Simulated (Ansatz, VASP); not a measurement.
CdS: VASP beside Ansatz

```
Cd S
1.0
     4.19653    0.00000    0.00000
    -2.09827    3.63430    0.00000
     0.00000    0.00000    6.82903
Cd S
2 2
Direct
  0.33333 0.66667 0.99921
  0.66667 0.33333 0.49921
  0.33333 0.66667 0.37579
  0.66667 0.33333 0.87579
```

Alike in both runs: functional PBE; k mesh 12 × 12 × 6; occupations gaussian, width 0.02 eV; no spin polarisation.

Ansatz relaxed the structure, and its values are those at the end. VASP's run is a single point on that final structure, the one shown.

|  | VASP | Ansatz |
| --- | --- | --- |
| version | VASP 6.6.1 | Ansatz 0.2.0 |
| potentials or method | VASP PAW PBE potentials, release 64 (Cd, S), cutoff 520 eV | scalar-relativistic, plane waves, PAW |
| valence electrons in the cell | 36 | 52 |

Ansatz gave:

| Item | Value |
| --- | --- |
| gap on the k mesh at the Fermi level (eV) | 1.11 |
| least direct gap on the mesh (eV) | 1.11 |
| pressure (GPa) | 0.0 |

Problem. Estimate VASP's values.

Solution. gap on the k mesh at the Fermi level (eV): 1.11; least direct gap on the mesh (eV): 1.11; pressure (GPa): 0.3.

The functional is the same, so the differences come from potentials, cutoffs and numerics. VASP's potentials hold 36 valence electrons a cell and Ansatz's 52, so a difference there can come from the potentials and not from the codes.
